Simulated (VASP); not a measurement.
# In2O (P-3m1) in VASP: electric field gradients with LDA

Aim: the electric field gradients of In2O with LDA.

All numbers are computed with VASP 6.6.1; they aren't measurements. Logs are shortened: lines on timing, memory, paths and dates and some standing lists are left out, and cuts for length are marked.

## 1. The cell of the first run

It takes space group P-3m1 (No. 164, trigonal). The conventional cell has a = 3.308 Å, b = 3.308 Å, c = 12.330 Å, α = 90.00°, β = 90.00°, γ = 120.00°. Within 2.9 Å of In (site symmetry 3m) lie 3 O at 2.15 Å and 1 In at 2.89 Å. Within 3.1 Å of In (site symmetry 3m) lie 1 O at 2.32 Å. O (site symmetry 3m) has 4 In at 2.15 to 2.32 Å within 2.8 Å.

## 2. Electric field gradients, LDA

The input, INCAR:

```
ALGO = Fast
EDIFF = 1E-8
ENCUT = 520
ISIF = 2
ISMEAR = -1
LASPH = True
LCHARG = False
LEFG = True
LREAL = False
LWAVE = False
NBANDS = 41
NELM = 60
PREC = Accurate
SIGMA = 0.15
```

The input, KPOINTS:

```
k-points
0
Gamma
  12 12 4
```

The input, POSCAR:

```
In2O
1.0
    3.3082231474      0.0000000000      0.0000000000
   -1.6541115737      2.8650052870      0.0000000000
    0.0000000000      0.0000000000     12.3299693048
In O
4 2
Direct
    0.0000000000      0.0000000000      0.3829938136
    0.0000000000      0.0000000000      0.6170061864
    0.6666666667      0.3333333333      0.1141025479
    0.3333333333      0.6666666667      0.8858974521
    0.6666666667      0.3333333333      0.3024534100
    0.3333333333      0.6666666667      0.6975465900
```

Potentials or basis: VASP PAW LDA potentials, release 64 (In_d, O).

The run is started by

```sh
> cat potpaw_LDA.64/In_d/POTCAR potpaw_LDA.64/O/POTCAR > POTCAR
> mpirun -np 1 vasp_std > vasp.out
```

OUTCAR:

```text
EDIFF = 1E-8
   ENCUT = 520
   ISIF = 2
   ISMEAR = -1
   LASPH = True
   LREAL = False
   NELM = 60
   PREC = Accurate

 ion  position               nearest neighbor table
   1  0.000  0.000  0.383-   5 2.15   5 2.15   5 2.15   2 2.89   3 3.83   3 3.83   3 3.83
   2  0.000  0.000  0.617-   6 2.15   6 2.15   6 2.15   1 2.89   4 3.83   4 3.83   4 3.83
   3  0.667  0.333  0.114-   5 2.32   4 3.40   4 3.40   4 3.40   1 3.83   1 3.83   1 3.83
   4  0.333  0.667  0.886-   6 2.32   3 3.40   3 3.40   3 3.40   2 3.83   2 3.83   2 3.83
   5  0.667  0.333  0.302-   1 2.15   1 2.15   1 2.15   3 2.32
   6  0.333  0.667  0.698-   2 2.15   2 2.15   2 2.15   4 2.32

  LATTYP: Found a hexagonal cell.
 ALAT       =     3.3082231474
 C/A-ratio  =     3.7270669950

  Lattice vectors:

 A1 = (   3.3082231474,   0.0000000000,   0.0000000000)
 A2 = (  -1.6541115737,   2.8650052870,   0.0000000000)
 A3 = (   0.0000000000,   0.0000000000,  12.3299693048)

Analysis of symmetry for initial positions (statically):
=====================================================================
 Subroutine PRICEL returns:
 Original cell was already a primitive cell.

 Routine SETGRP: Setting up the symmetry group for a
 hexagonal supercell.

 Subroutine GETGRP returns: Found 12 space group operations
 (whereof 12 operations were pure point group operations)
 out of a pool of 24 trial point group operations.

The static configuration has the point symmetry D_3d.

Analysis of symmetry for dynamics (positions and initial velocities):
=====================================================================
 Subroutine PRICEL returns:
 Original cell was already a primitive cell.

 Routine SETGRP: Setting up the symmetry group for a
 hexagonal supercell.

 Subroutine GETGRP returns: Found 12 space group operations
 (whereof 12 operations were pure point group operations)
 out of a pool of 24 trial point group operations.

The dynamic configuration has the point symmetry D_3d.

 Subroutine INISYM returns: Found 12 space group operations
 (whereof 12 operations are pure point group operations),
 and found     1 'primitive' translations

----------------------------------------------------------------------------------------

                                     Primitive cell

  volume of cell :     116.8644

  direct lattice vectors                    reciprocal lattice vectors
     3.308223147  0.000000000  0.000000000     0.302277070  0.174519748  0.000000000
    -1.654111574  2.865005287  0.000000000     0.000000000  0.349039496  0.000000000
     0.000000000  0.000000000 12.329969305     0.000000000  0.000000000  0.081103203

  length of vectors
     3.308223147  3.308223147 12.329969305     0.349039496  0.349039496  0.081103203

  position of ions in fractional coordinates (direct lattice)
     0.000000000  0.000000000  0.382993814
     0.000000000  0.000000000  0.617006186
     0.666666667  0.333333333  0.114102548
     0.333333333  0.666666667  0.885897452
     0.666666667  0.333333333  0.302453410
     0.333333333  0.666666667  0.697546590

  ion indices of the primitive-cell ions
   primitive index   ion index
                 1           1
                 2           2
                 3           3
                 4           4
                 5           5
                 6           6

----------------------------------------------------------------------------------------

 KPOINTS: k-points

Automatic generation of k-mesh.
 Grid dimensions read from file:
 generate k-points for:   12   12    4

 Generating k-lattice:

[... 54 lines left out ...]
   ICHARG =      2    charge: 1-file 2-atom 10-const
   ISPIN  =      1    spin polarized calculation?
   LNONCOLLINEAR =      F non collinear calculations
   LSORBIT =      F    spin-orbit coupling
   LASPH  =      T    aspherical Exc in radial PAW
   ENCUT  =  520.0 eV  38.22 Ry    6.18 a.u.   6.15  6.15 22.93*2*pi/ulx,y,z
   NELM   =     60;   NELMIN=  2; NELMDL= -5     # of ELM steps
   EDIFF  = 0.1E-07   stopping-criterion for ELM
   LREAL  =      F    real-space projection
   EDIFFG = 0.1E-06   stopping-criterion for IOM
   NSW    =      0    number of steps for IOM
   IBRION =     -1    ionic relax: 0-MD 1-quasi-New 2-CG
   NFREE  =      0    steps in history (QN), initial steepest desc. (CG)
   ISIF   =      2    stress and relaxation
   ISYM   =      2    0-nonsym 1-usesym 2-fastsym
   POTIM  = 0.5000    time-step for ionic-motion
   TEBEG  =    0.0;   TEEND  =   0.0 temperature during run
   PSTRESS=    0.0 pullay stress
   NELECT =      64.0000    total number of electrons
   NUPDOWN=      -1.0000    fix difference up-down
   EMIN   =  10.00;   EMAX   =-10.00  energy-range for DOS
   EFERMI =   0.00;   METHOD = LEGACY
   ISMEAR =    -1;   SIGMA  =   0.15  broadening in eV -4-tet -1-fermi 0-gaus
   EFERMI_NEDOS =   21; number of points for ismear=-14 and -15
   IALGO  =     68    algorithm
   IMIX   =      4    mixing-type and parameters
     AMIX     =   0.40;   BMIX     =  1.00
     AMIX_MAG =   1.60;   BMIX_MAG =  1.00
  volume/ion in A,a.u.               =      19.48       131.44
  Fermi-wavevector in a.u.,A,eV,Ry     =   1.339391  2.531082 24.408424  1.793969
  Thomas-Fermi vector in A             =   2.467787
   LORBIT       =      0    0 simple, 1 ext, 2 COOP (PROOUT), +10 PAW based schemes
   GGA     = CA    functional components
   LHFCALC =     F    Hartree Fock is set to
   AEXX    =    0.0000 exact exchange contribution
   IVDW    =     0    specifies the selected vdW correction
   LEPSILON=     F    determine dielectric tensor
   LRPA    =     F    only Hartree local field effects (RPA)
 non-spin polarized calculation
 RMM-DIIS sequential band-by-band and
  energy-cutoff  :      520.00
  volume of cell :      116.86
 maximum number of plane-waves:      3176
 NGX is ok and might be reduce to    28
   NGX = 13   NGY = 13   NGZ = 45

 number of electron      64.0000009 magnetization

 Free energy of the ion-electron system (eV)
  ---------------------------------------------------
  ext. energy  EPLUGINS =         0.00000000
  ---------------------------------------------------
  free energy    TOTEN  =       -29.05962656 eV

  energy without entropy =      -28.94068590  energy(sigma->0) =      -29.00015623

 E-fermi :   7.4029     XC(G=0): -10.7302

 val. band max:        7.3854640895   @ k =   0.2500   0.2500   0.5000
 cond. band min:       7.4096378043   @ k =  -0.0833   0.3333   0.2500
 fundamental gap:      0.0241737148
 Fermi energy:         7.4028956483

 k-point     1 :       0.0000    0.0000    0.0000
  band No.  band energies     occupation
      1     -12.5053      2.00000
      2     -12.4917      2.00000
      3      -8.0567      2.00000
      4      -7.9612      2.00000
      5      -7.9612      2.00000
      6      -7.9507      2.00000
[... 1045 lines left out ...]
     40      14.8783      0.00000
     41      14.8882      0.00000

 [... further k-points ...]

------------------------ aborting loop because EDIFF is reached ----------------------------------------

  FORCE on cell =-STRESS in cart. coord.  units (eV):
  Direction    XX          YY          ZZ          XY          YZ          ZX
  --------------------------------------------------------------------------------------
  -------------------------------------------------------------------------------------
  Total        0.1573172      0.1573172      0.1162838      0.0000000      0.0000000      0.0000000
  in kB        2.1567740      2.1567740      1.5942181      0.0000000      0.0000000      0.0000000
  external PRESSURE =       1.9692554 kB  Pullay stress =       0.0000000 kB

 VOLUME and BASIS-vectors are now :
 -----------------------------------------------------------------------------
  energy-cutoff  :      520.00
  volume of cell :      116.86
      direct lattice vectors                 reciprocal lattice vectors
     3.308223147  0.000000000  0.000000000     0.302277070  0.174519748  0.000000000
    -1.654111574  2.865005287  0.000000000     0.000000000  0.349039496  0.000000000
     0.000000000  0.000000000 12.329969305     0.000000000  0.000000000  0.081103203

 POSITION                                       TOTAL-FORCE (eV/Angst)
 -----------------------------------------------------------------------------------
      0.00000      0.00000      4.72230         0.000000     -0.000000      0.046008
      0.00000      0.00000      7.60767        -0.000000      0.000000     -0.046008
      1.65411      0.95500      1.40688        -0.000000     -0.000000     -0.013354
     -0.00000      1.91000     10.92309        -0.000000      0.000000      0.013354
      1.65411      0.95500      3.72924        -0.000000     -0.000000     -0.040059
     -0.00000      1.91000      8.60073         0.000000      0.000000      0.040059
 -----------------------------------------------------------------------------------
    total drift:                                0.000000      0.000000      0.000000

  FREE ENERGIE OF THE ION-ELECTRON SYSTEM (eV)
  ---------------------------------------------------
  free  energy   TOTEN  =       -29.0596265641 eV

  energy  without entropy=      -28.9406859032  energy(sigma->0) =      -29.00015623

 Electric field gradients (V/A^2)
---------------------------------------------------------------------
 ion       V_xx      V_yy      V_zz      V_xy      V_xz      V_yz
---------------------------------------------------------------------
   1      25.828    25.827   -51.655    -0.001     0.000    -0.000
   2      25.828    25.827   -51.655    -0.001     0.000    -0.000
   3     -21.046   -21.045    42.091     0.001     0.000    -0.000
   4     -21.046   -21.045    42.091     0.001     0.000    -0.000
   5       1.663     1.665    -3.328     0.001    -0.000     0.000
   6       1.663     1.665    -3.328     0.001    -0.000     0.000
---------------------------------------------------------------------

 Electric field gradients after diagonalization (V/A^2)
 (convention: |V_zz| > |V_xx| > |V_yy|)
----------------------------------------------------------------------
 ion       V_xx      V_yy      V_zz     asymmetry (V_yy - V_xx)/ V_zz
----------------------------------------------------------------------
   1      25.829    25.826   -51.655       0.000
   2      25.829    25.826   -51.655       0.000
   3     -21.047   -21.044    42.091       0.000
   4     -21.047   -21.044    42.091       0.000
   5       1.665     1.662    -3.328       0.001
   6       1.665     1.662    -3.328       0.001
----------------------------------------------------------------------

           NMR quadrupolar parameters

 Cq : quadrupolar parameter    Cq=e*Q*V_zz/h
 eta: asymmetry parameters     (V_yy - V_xx)/ V_zz
 Q  : nuclear electric quadrupole moment in mb (millibarn)
----------------------------------------------------------------------
 ion       Cq(MHz)       eta       Q (mb)
----------------------------------------------------------------------
   1      -0.125       0.000       1.000
   2      -0.125       0.000       1.000
   3       0.102       0.000       1.000
   4       0.102       0.000       1.000
   5      -0.008       0.001       1.000
   6      -0.008       0.001       1.000
----------------------------------------------------------------------
```

It took 20 min on 1 thread of Oxide Virtual Turin-like, shared host; peak memory 0.34 GiB.

What came out:

* Free energy: -29.0596 eV
* Pressure: 0.2 GPa
* Largest force: 0.046 eV/Å
* Band gap on the k mesh: zero (bands 32 and 33 overlap by 1.51 eV)
* Largest electric field gradient by atom: In -51.7, +42.1 (each value once); O -3.3 V/Å²

Forces on the atoms (eV/Å):
```
In   0.000  0.000  0.046
In   0.000  0.000 -0.046
In   0.000  0.000 -0.013
In   0.000  0.000  0.013
O    0.000  0.000 -0.040
O    0.000  0.000  0.040
```

Levels at points of the mesh, in eV from the Fermi level:
```tsv
k point	band 30	band 31	band 32	band 33	band 34	band 35
(0.00, 0.00, 0.00)	-3.88	-3.88	-1.40	-0.15	2.40	4.00
(0.50, 0.00, 0.00)	-3.14	-2.85	-1.27	-0.73	0.12	1.68
(0.00, 0.00, 0.50)	-3.88	-2.78	-2.65	1.02	1.24	5.00
(0.50, 0.00, 0.50)	-3.09	-2.62	-1.25	-0.95	0.13	1.93
```

Electric field gradients, principal values (V/Å²):
```tsv
atom	least	middle	greatest (by size)
1 In	25.826	25.829	-51.655
2 In	25.826	25.829	-51.655
3 In	-21.044	-21.047	42.091
4 In	-21.044	-21.047	42.091
5 O	1.662	1.665	-3.328
6 O	1.662	1.665	-3.328
```

Caveat: without QUAD_EFG the Cq values of the log hold for a quadrupole moment of 1 mb, not for the nuclei; spin-orbit coupling is left out, which moves the levels of the heavy elements.

The gap in the log of VASP goes by the Fermi energy; the results here count the filled bands.